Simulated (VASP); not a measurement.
# Cs3KSb (P4mm) in VASP: further runs

Runs on Cs3KSb. Level: PBE. Tasks: single point.

All numbers are computed with VASP 6.6.1; they aren't measurements. Logs are shortened: lines on timing, memory, paths and dates and some standing lists are left out, and cuts for length are marked.

## Step 1: The cell of the first run

It takes space group P4mm (No. 99, tetragonal). Conventional cell: a = 5.545 Å, b = 5.545 Å, c = 5.615 Å, α = 90.00°, β = 90.00°, γ = 90.00°. K (site symmetry 4mm) has 12 Cs at 3.89 to 4.01 Å and 8 Sb at 4.77 to 4.87 Å within 5.1 Å. Within 3.4 Å of Cs (site symmetry 4mm) lie 2 Sb at 2.58 to 3.03 Å. Cs (site symmetry 2mm) has 2 Sb at 2.78 Å within 3.7 Å. Sb (site symmetry 4mm) has 6 Cs at 2.58 to 3.03 Å within 3.4 Å.

## Step 2: Single point, PBE

The input, INCAR:

```
SYSTEM = Cs3KSb
PREC = Accurate ; ENCUT = 520
EDIFF = 1E-6 ; ISMEAR = 0
SIGMA = 0.1 ; LREAL = .False.
LASPH = .True. ; NELM = 80
ALGO = Normal ; ISIF = 2
LWAVE = .False. ; LCHARG = .True.
GGA = PE ; LELF = .True.
LVHAR = .True. ; NBANDS = 28
```

The input, KPOINTS:

```
regular mesh
0
Gamma
  4 4 4
  0 0 0
```

The input, POSCAR:

```
Cs3KSb
1.0
    5.5453491141      0.0000000000      0.0000000000
    0.0000000000      5.5453491141      0.0000000000
    0.0000000000      0.0000000000      5.6148397045
K Cs Sb
1 3 1
Direct
    0.0000000000      0.0000000000      0.0000000000
    0.5000000000      0.5000000000      0.9750000000
    0.0000000000      0.5000000000      0.4850000000
    0.5000000000      0.0000000000      0.4850000000
    0.5000000000      0.5000000000      0.5150000000
```

Potentials or basis: VASP PAW PBE potentials, release 64 (K_sv, Cs_sv, Sb).

Launch:

```
cat potpaw_PBE.64/K_sv/POTCAR potpaw_PBE.64/Cs_sv/POTCAR potpaw_PBE.64/Sb/POTCAR > POTCAR
mpirun -np 1 vasp_std > vasp.out
```

OUTCAR:

```text
SYSTEM = Cs3KSb
   PREC = Accurate
   ENCUT = 520
   EDIFF = 1E-6
   ISMEAR = 0
   LREAL = .False.
   LASPH = .True.
   NELM = 80
   ISIF = 2
   GGA = PE

 ion  position               nearest neighbor table
   1  0.000  0.000  0.000-
   2  0.500  0.500  0.975-   5 2.58   5 3.03
   3  0.000  0.500  0.485-   5 2.78   5 2.78
   4  0.500  0.000  0.485-   5 2.78   5 2.78
   5  0.500  0.500  0.515-   2 2.58   3 2.78   4 2.78   4 2.78   3 2.78   2 3.03

  LATTYP: Found a simple tetragonal cell.
 ALAT       =     5.5453491141
 C/A-ratio  =     1.0125313283

  Lattice vectors:

 A1 = (   5.5453491141,   0.0000000000,   0.0000000000)
 A2 = (   0.0000000000,   5.5453491141,   0.0000000000)
 A3 = (   0.0000000000,   0.0000000000,   5.6148397045)

Analysis of symmetry for initial positions (statically):
=====================================================================
 Subroutine PRICEL returns:
 Original cell was already a primitive cell.

 Routine SETGRP: Setting up the symmetry group for a
 simple tetragonal supercell.

 Subroutine GETGRP returns: Found  8 space group operations
 (whereof  8 operations were pure point group operations)
 out of a pool of 16 trial point group operations.

The static configuration has the point symmetry C_4v.

Analysis of symmetry for dynamics (positions and initial velocities):
=====================================================================
 Subroutine PRICEL returns:
 Original cell was already a primitive cell.

 Routine SETGRP: Setting up the symmetry group for a
 simple tetragonal supercell.

 Subroutine GETGRP returns: Found  8 space group operations
 (whereof  8 operations were pure point group operations)
 out of a pool of 16 trial point group operations.

The dynamic configuration has the point symmetry C_4v.

 Subroutine INISYM returns: Found  8 space group operations
 (whereof  8 operations are pure point group operations),
 and found     1 'primitive' translations

----------------------------------------------------------------------------------------

                                     Primitive cell

  volume of cell :     172.6614

  direct lattice vectors                    reciprocal lattice vectors
     5.545349114  0.000000000  0.000000000     0.180331297  0.000000000  0.000000000
     0.000000000  5.545349114  0.000000000     0.000000000  0.180331297  0.000000000
     0.000000000  0.000000000  5.614839704     0.000000000  0.000000000  0.178099474

  length of vectors
     5.545349114  5.545349114  5.614839704     0.180331297  0.180331297  0.178099474

  position of ions in fractional coordinates (direct lattice)
     0.000000000  0.000000000  0.000000000
     0.500000000  0.500000000  0.975000000
     0.000000000  0.500000000  0.485000000
     0.500000000  0.000000000  0.485000000
     0.500000000  0.500000000  0.515000000

  ion indices of the primitive-cell ions
   primitive index   ion index
                 1           1
                 2           2
                 3           3
                 4           4
                 5           5

----------------------------------------------------------------------------------------

 KPOINTS: regular mesh

Automatic generation of k-mesh.
 Grid dimensions read from file:
 generate k-points for:    4    4    4

 Generating k-lattice:

  Cartesian coordinates                     Fractional coordinates (reciprocal lattice)
     0.045082824  0.000000000  0.000000000     0.250000000  0.000000000  0.000000000
     0.000000000  0.045082824  0.000000000     0.000000000  0.250000000  0.000000000
     0.000000000  0.000000000  0.044524869     0.000000000  0.000000000  0.250000000

  Length of vectors
     0.045082824  0.045082824  0.044524869

  Shift w.r.t. Gamma in fractional coordinates (k-lattice)
     0.000000000  0.000000000  0.000000000

 Subroutine IBZKPT returns following result:
 ===========================================

 Found     18 irreducible k-points:

 Following reciprocal coordinates:
            Coordinates               Weight
  0.000000  0.000000  0.000000      1.000000
  0.250000  0.000000  0.000000      4.000000
  0.500000  0.000000  0.000000      2.000000
  0.250000  0.250000  0.000000      4.000000
  0.500000  0.250000  0.000000      4.000000
  0.500000  0.500000  0.000000      1.000000
[... 10 lines left out ...]
  0.500000  0.250000  0.500000      4.000000
  0.500000  0.500000  0.500000      1.000000
   k-points           NKPTS =     18   k-points in BZ     NKDIM =     18   number of bands    NBANDS=     28
   number of dos      NEDOS =    301   number of ions     NIONS =      5
   total plane-waves  NPLWV =  74088
   dimension x,y,z NGX =    42 NGY =   42 NGZ =   42
   dimension x,y,z NGXF=    84 NGYF=   84 NGZF=   84
   ions per type =               1   3   1
   NGX,Y,Z   is equivalent  to a cutoff of  12.59, 12.59, 12.44 a.u.
   NGXF,Y,Z  is equivalent  to a cutoff of  25.18, 25.18, 24.87 a.u.
 SYSTEM =  Cs3KSb
   PREC   = accura    normal or accurate (medium, high low for compatibility)
   ISTART =      0    job   : 0-new  1-cont  2-samecut
   ICHARG =      2    charge: 1-file 2-atom 10-const
   ISPIN  =      1    spin polarized calculation?
   LNONCOLLINEAR =      F non collinear calculations
   LSORBIT =      F    spin-orbit coupling
   LASPH  =      T    aspherical Exc in radial PAW
   ENCUT  =  520.0 eV  38.22 Ry    6.18 a.u.  10.31 10.31 10.44*2*pi/ulx,y,z
   NELM   =     80;   NELMIN=  2; NELMDL= -5     # of ELM steps
   EDIFF  = 0.1E-05   stopping-criterion for ELM
   LREAL  =      F    real-space projection
[... 7 lines left out ...]
   TEBEG  =    0.0;   TEEND  =   0.0 temperature during run
   PSTRESS=    0.0 pullay stress
   NELECT =      41.0000    total number of electrons
   NUPDOWN=      -1.0000    fix difference up-down
   EMIN   =  10.00;   EMAX   =-10.00  energy-range for DOS
   EFERMI =   0.00;   METHOD = LEGACY
   ISMEAR =     0;   SIGMA  =   0.10  broadening in eV -4-tet -1-fermi 0-gaus
   EFERMI_NEDOS =   21; number of points for ismear=-14 and -15
   IALGO  =     38    algorithm
   IMIX   =      4    mixing-type and parameters
     AMIX     =   0.40;   BMIX     =  1.00
     AMIX_MAG =   1.60;   BMIX_MAG =  1.00
  volume/ion in A,a.u.               =      34.53       233.04
  Fermi-wavevector in a.u.,A,eV,Ry     =   1.013766  1.915740 13.983001  1.027722
  Thomas-Fermi vector in A             =   2.146954
   LORBIT       =      0    0 simple, 1 ext, 2 COOP (PROOUT), +10 PAW based schemes
   GGA     = PE    functional components
   LHFCALC =     F    Hartree Fock is set to
   AEXX    =    0.0000 exact exchange contribution
   IVDW    =     0    specifies the selected vdW correction
   LEPSILON=     F    determine dielectric tensor
   LRPA    =     F    only Hartree local field effects (RPA)
 non-spin polarized calculation
 Gauss-broadening in eV      SIGMA  =   0.10
  energy-cutoff  :      520.00
  volume of cell :      172.66
 maximum number of plane-waves:      4692
 NGX is ok and might be reduce to    42
   NGX = 21   NGY = 21   NGZ = 21

 number of electron      40.9999992 magnetization

 Free energy of the ion-electron system (eV)
  ---------------------------------------------------
  ext. energy  EPLUGINS =         0.00000000
  ---------------------------------------------------
  free energy    TOTEN  =         2.55474918 eV

  energy without entropy =        2.58249224  energy(sigma->0) =        2.56862071

 E-fermi :   5.0118     XC(G=0):  -8.9331

 val. band max:        4.9895897608   @ k =   0.5000   0.2500   0.0000
 cond. band min:       5.0383468034   @ k =   0.2500   0.0000   0.2500
 fundamental gap:      0.0487570427
 Fermi energy:         5.0117883347

 k-point     1 :       0.0000    0.0000    0.0000
  band No.  band energies     occupation
      1     -27.2907      2.00000
      2     -18.6727      2.00000
      3     -18.1404      2.00000
      4     -18.1142      2.00000
      5     -10.8361      2.00000
      6     -10.8361      2.00000
[... 20 lines left out ...]
     27       8.2409      0.00000
     28       8.3304      0.00000

 k-point     2 :       0.2500    0.0000    0.0000
  band No.  band energies     occupation
      1     -27.2905      2.00000
      2     -18.6093      2.00000
      3     -18.1944      2.00000
      4     -18.1311      2.00000
      5     -10.8335      2.00000
      6     -10.8322      2.00000
[... 20 lines left out ...]
     27       7.5026      0.00000
     28       8.5909      0.00000

 k-point     3 :       0.5000    0.0000    0.0000
  band No.  band energies     occupation
      1     -27.2904      2.00000
      2     -18.5086      2.00000
      3     -18.3027      2.00000
      4     -18.1312      2.00000
      5     -10.8310      2.00000
      6     -10.8284      2.00000
[... 20 lines left out ...]
     27       6.8121      0.00000
     28       8.2058      0.00000

 k-point     4 :       0.2500    0.2500    0.0000
  band No.  band energies     occupation
      1     -27.2904      2.00000
      2     -18.5510      2.00000
      3     -18.2093      2.00000
      4     -18.1778      2.00000
      5     -10.8364      2.00000
      6     -10.8300      2.00000
[... 392 lines left out ...]
     27       7.3033      0.00000
     28       7.4154      0.00000

 k-point    17 :       0.5000    0.2500    0.5000
  band No.  band energies     occupation
      1     -27.2902      2.00000
      2     -18.3534      2.00000
      3     -18.2990      2.00000
      4     -18.2803      2.00000
      5     -10.8425      2.00000
      6     -10.8389      2.00000
[... 20 lines left out ...]
     27       7.5018      0.00000
     28       7.8199      0.00000

 k-point    18 :       0.5000    0.5000    0.5000
  band No.  band energies     occupation
      1     -27.2901      2.00000
      2     -18.3285      2.00000
      3     -18.2971      2.00000
      4     -18.2971      2.00000
      5     -10.8482      2.00000
      6     -10.8482      2.00000
[... 20 lines left out ...]
     27       7.7496      0.00000
     28       7.9453      0.00000

------------------------ aborting loop because EDIFF is reached ----------------------------------------

  FORCE on cell =-STRESS in cart. coord.  units (eV):
  Direction    XX          YY          ZZ          XY          YZ          ZX
  --------------------------------------------------------------------------------------
  -------------------------------------------------------------------------------------
  Total       29.3112101     29.3112101     31.0314506      0.0000000      0.0000000      0.0000000
  in kB      271.9876488    271.9876488    287.9502846      0.0000000      0.0000000      0.0000000
  external PRESSURE =     277.3085274 kB  Pullay stress =       0.0000000 kB

 VOLUME and BASIS-vectors are now :
 -----------------------------------------------------------------------------
  energy-cutoff  :      520.00
  volume of cell :      172.66
      direct lattice vectors                 reciprocal lattice vectors
     5.545349114  0.000000000  0.000000000     0.180331297  0.000000000  0.000000000
     0.000000000  5.545349114  0.000000000     0.000000000  0.180331297  0.000000000
     0.000000000  0.000000000  5.614839704     0.000000000  0.000000000  0.178099474

 POSITION                                       TOTAL-FORCE (eV/Angst)
 -----------------------------------------------------------------------------------
      0.00000      0.00000      0.00000         0.000000     -0.000000     -0.078600
      2.77267      2.77267      5.47447         0.000000      0.000000      5.165926
      0.00000      2.77267      2.72320         0.000000      0.000000     -0.747868
      2.77267      0.00000      2.72320         0.000000      0.000000     -0.747868
      2.77267      2.77267      2.89164         0.000000     -0.000000     -3.591590
 -----------------------------------------------------------------------------------
    total drift:                               -0.000000     -0.000000      0.000195

  FREE ENERGIE OF THE ION-ELECTRON SYSTEM (eV)
  ---------------------------------------------------
  free  energy   TOTEN  =         2.5547491762 eV

  energy  without entropy=        2.5824922387  energy(sigma->0) =        2.56862071
```

It took 2 min on 1 thread of Oxide Virtual Turin-like, shared host; peak memory 0.25 GiB.

What came out:

| Property | Result |
| --- | --- |
| Free energy | 2.5547 eV |
| Pressure | 27.7 GPa |
| Largest force | 5.166 eV/Å |
| Band gap on the k mesh | zero (an odd number of electrons rules out a gap without spin polarisation) |

Forces in eV/Å, atoms in the order of the input:
```
K    0.000  0.000 -0.079
Cs   0.000  0.000  5.166
Cs   0.000  0.000 -0.748
Cs   0.000  0.000 -0.748
Sb   0.000  0.000 -3.592
```

Stress tensor (GPa, compression positive):
```
27.20  0.00  0.00
 0.00 27.20  0.00
 0.00  0.00 28.80
```

Caveat: the cell stands under pressure; spin-orbit coupling is left out, which moves the levels of the heavy elements; forces of over 1 eV/Å act on the atoms, so gaps and moduli don't describe the material at rest.

## Step 3: Single point, PBE

This run uses another cell than the first one, of 72.61 Å³/atom.

The input, INCAR:

```
SYSTEM = Cs3KSb
  PREC = Accurate
  ENCUT = 520
  EDIFF = 1E-6
  ISMEAR = 0
  SIGMA = 0.1
  LREAL = .False.
  LASPH = .True.
  NELM = 60
  ALGO = Fast
  ISIF = 2
  LWAVE = .False.
  LCHARG = .True.
  GGA = PE
  LELF = .True.
  LVHAR = .True.
  NBANDS = 28
```

KPOINTS is that of step 2.

The input, POSCAR:

```
Cs3KSb
1.0
    6.2105101785      0.0000000000      0.0000000000
    0.0000000000      6.2105101785      0.0000000000
    0.0000000000      0.0000000000      9.4121219643
K Cs Sb
1 3 1
Direct
    0.0000000000      0.0000000000     -0.1943243786
    0.5000000000      0.5000000000      1.0535216225
    0.0000000000      0.5000000000      0.4613593130
    0.5000000000      0.0000000000      0.4613593130
    0.5000000000      0.5000000000      0.6780841301
```

Potentials or basis: VASP PAW PBE potentials, release 64 (K_sv, Cs_sv, Sb).

Launch:

```
cat potpaw_PBE.64/K_sv/POTCAR potpaw_PBE.64/Cs_sv/POTCAR potpaw_PBE.64/Sb/POTCAR > POTCAR
mpirun -np 1 vasp_std > vasp.out
```

It took 9.2 min on 1 thread of Oxide Virtual Turin-like, shared host; peak memory 0.48 GiB.

It converged, with:

* Free energy: -8.4818 eV
* Pressure: 0.1 GPa
* Largest force: 0.032 eV/Å
* Band gap on the k mesh: zero (an odd number of electrons rules out a gap without spin polarisation)

Forces on the atoms (eV/Å):
```
K    0.000  0.000  0.007
Cs   0.000  0.000  0.032
Cs   0.000  0.000 -0.024
Cs   0.000  0.000 -0.024
Sb   0.000  0.000  0.008
```

Stress tensor (GPa, compression positive):
```
-0.02  0.00  0.00
 0.00 -0.02  0.00
 0.00  0.00  0.34
```

Levels at points of the mesh, in eV from the Fermi level:
```tsv
k point	band 16	band 17	band 18	band 19	band 20	band 21	band 22	band 23	band 24	band 25
(0.00, 0.00, 0.00)	-9.73	-7.41	-1.12	-0.92	-0.43	-0.43	0.36	1.33	1.45	1.88
(0.50, 0.00, 0.00)	-9.88	-7.28	-1.10	-0.53	-0.40	0.22	0.23	1.28	1.60	1.63
(0.50, 0.50, 0.00)	-9.59	-7.22	-0.85	-0.85	-0.26	0.32	0.87	1.25	1.30	1.30
(0.00, 0.00, 0.50)	-9.73	-7.37	-1.44	-0.43	-0.39	-0.39	-0.21	1.51	1.62	1.92
(0.50, 0.00, 0.50)	-9.89	-7.28	-1.07	-0.80	-0.37	0.10	0.60	1.12	1.59	2.00
(0.50, 0.50, 0.50)	-9.59	-7.24	-0.88	-0.88	-0.32	0.11	1.19	1.19	1.31	1.45
```

Caveat: spin-orbit coupling is left out, which moves the levels of the heavy elements.

## Step 4: Single point, PBE

This run uses another cell than the first one, of 75.14 Å³/atom.

The input, INCAR:

```
SYSTEM = Cs3KSb
PREC = Accurate
ENCUT = 520
EDIFF = 1E-6
ISMEAR = 0
SIGMA = 0.1
LREAL = .FALSE.
LASPH = .TRUE.
NELM = 80
ALGO = Fast
ISIF = 2
LWAVE = .FALSE.
LCHARG = .TRUE.
GGA = PE
LELF = .TRUE.
LVHAR = .TRUE.
NBANDS = 28
```

The input, KPOINTS:

```
Automatic mesh
0
G
  6 6 4
  0 0 0
```

The input, POSCAR:

```
Cs3KSb
1.0
    6.0077463294      0.0000000000      0.0000000000
    0.0000000000      6.0077463294      0.0000000000
    0.0000000000      0.0000000000     10.4097526307
K Cs Sb
1 3 1
Direct
    0.0000000000      0.0000000000      0.7890246194
    0.5000000000      0.5000000000      0.0352895800
    0.0000000000      0.5000000000      0.4734587394
    0.5000000000      0.0000000000      0.4734587394
    0.5000000000      0.5000000000      0.6887683219
```

Launch:

```
cat potpaw_PBE.64/K_sv/POTCAR potpaw_PBE.64/Cs_sv/POTCAR potpaw_PBE.64/Sb/POTCAR > POTCAR
mpirun -np 1 vasp_std > vasp.out
```

Wall time 18 min (1 thread of Oxide Virtual Turin-like, shared host); peak memory 0.61 GiB.

It converged, with:

```
Free energy            : -8.5189 eV
Pressure               : 0.0 GPa
Largest force          : 0.008 eV/Å
Band gap on the k mesh : zero (an odd number of electrons rules out a gap without spin polarisation)
```

Forces in eV/Å, atoms in the order of the input:
```
K    0.000  0.000  0.001
Cs   0.000  0.000  0.008
Cs   0.000  0.000 -0.007
Cs   0.000  0.000 -0.007
Sb   0.000  0.000  0.006
```

Levels at points of the mesh, in eV from the Fermi level:
```
           k point  band 17  band 18  band 19  band 20  band 21  band 22  band 23  band 24
(0.00, 0.00, 0.00)    -7.39    -1.12    -1.03    -0.39    -0.39     0.13     1.09     1.51
(0.50, 0.00, 0.00)    -7.30    -1.12    -0.60    -0.34     0.21     0.23     1.18     1.50
(0.50, 0.50, 0.00)    -7.27    -0.84    -0.84    -0.38     0.49     0.78     1.20     1.23
(0.00, 0.00, 0.50)    -7.38    -1.45    -0.49    -0.37    -0.37    -0.27     1.11     1.70
(0.50, 0.00, 0.50)    -7.30    -1.11    -0.75    -0.33     0.14     0.55     1.11     1.34
(0.50, 0.50, 0.50)    -7.28    -0.86    -0.86    -0.32     0.25     1.16     1.23     1.23
```

Caveat: spin-orbit coupling is left out, which moves the levels of the heavy elements.

## Step 5: The runs side by side

```csv
cell,k mesh,gap on the mesh (eV),pressure (GPa),largest force (eV/Å)
"a = 5.545, b = 5.545, c = 5.615 Å, 5 atoms, atomic positions A",4 × 4 × 4,none,27.7,5.17
"a = 6.211, b = 6.211, c = 9.412 Å, 5 atoms, atomic positions B",4 × 4 × 4,none,0.1,0.03
"a = 6.008, b = 6.008, c = 10.410 Å, 5 atoms, atomic positions C",6 × 6 × 4,none,0.0,0.01
```

Alike in all rows: task single point; level PBE; potentials or basis VASP PAW PBE potentials, release 64 (K_sv, Cs_sv, Sb); no spin polarisation; cutoff (eV) 520; smearing gaussian 0.1 eV.

Caveats: spin-orbit coupling is left out, which moves the levels of the heavy elements; the cell stands under pressure (at least some runs); forces of over 1 eV/Å act on the atoms, so gaps and moduli don't describe the material at rest (at least some runs).

Absolute energies hang on the potentials; compare differences alone.

The gap in the log of VASP goes by the Fermi energy; the results here count the filled bands.